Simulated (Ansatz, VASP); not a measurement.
# Two plane-wave programs on Be

File INCAR:

```
SYSTEM = Be
ALGO = Fast
EDIFF = 1E-7
ENCUT = 520
GGA = PE
ISIF = 2
ISMEAR = 0
LASPH = .TRUE.
LCHARG = .FALSE.
LREAL = .FALSE.
LWAVE = .FALSE.
NBANDS = 9
NELM = 80
PREC = Accurate
SIGMA = 0.15
```

The input KPOINTS:

```
k-points
0
G
  24 24 14
  0 0 0
```

File POSCAR:

```
Be
1.0
    2.2995019849      0.0000000000      0.0000000000
   -1.1497509925      1.9914271350      0.0000000000
    0.0000000000      0.0000000000      3.6009000000
Be
2
Direct
    0.4839790661      0.9679581322      0.0833749896
    0.6666666667      0.3333333333      0.7500000000
```

Input for Ansatz:

```yaml
crystal:
  lattice:
    - [2.2995019849, 0.0, 0.0]
    - [-1.1497509925, 1.991427135, 0.0]
    - [0.0, 0.0, 3.6009]
  atoms:
    - { symbol: Be, position: [0.4839790661, 0.9679581322, 0.0833749896] }
    - { symbol: Be, position: [0.6666666667, 0.3333333333, 0.75] }
basis:
  ecutwfc: 420
kpoints:
  mp_grid: { grid: [24, 24, 14] }
hamiltonian:
  xc: pbe
scf:
  occupations: { method: gaussian, width: 0.15 }
output:
  forces: true
  stress: true
  eigenvalues: true
  write_density: true
  write_potential: true
  elf: true
  volumetric_format: npy
```

Alike in both runs: task single point; functional PBE; k mesh 24 × 24 × 14; occupations gaussian, width 0.15 eV; no spin polarisation.

```csv
,VASP,Ansatz
version,VASP 6.6.1,Ansatz 0.2.0
potentials or method,"VASP PAW PBE potentials, release 64 (Be), cutoff 520 eV","scalar-relativistic, plane waves, PAW"
valence electrons in the cell,4,4
```

VASP gave:

```
gap on the k mesh at the Fermi level (eV) : none
rms of the force components (eV/Å)        : 7.715
```

Problem. Estimate Ansatz's values.

Solution. gap on the k mesh at the Fermi level (eV): none; rms of the force components (eV/Å): 7.637.

Atom by atom the forces differ by 0.078 eV/Å (rms over components). A gap of «none» marks a metal or a gap that the smearing closes. With one functional, cell and mesh, what is left measures potentials, basis and numerics.
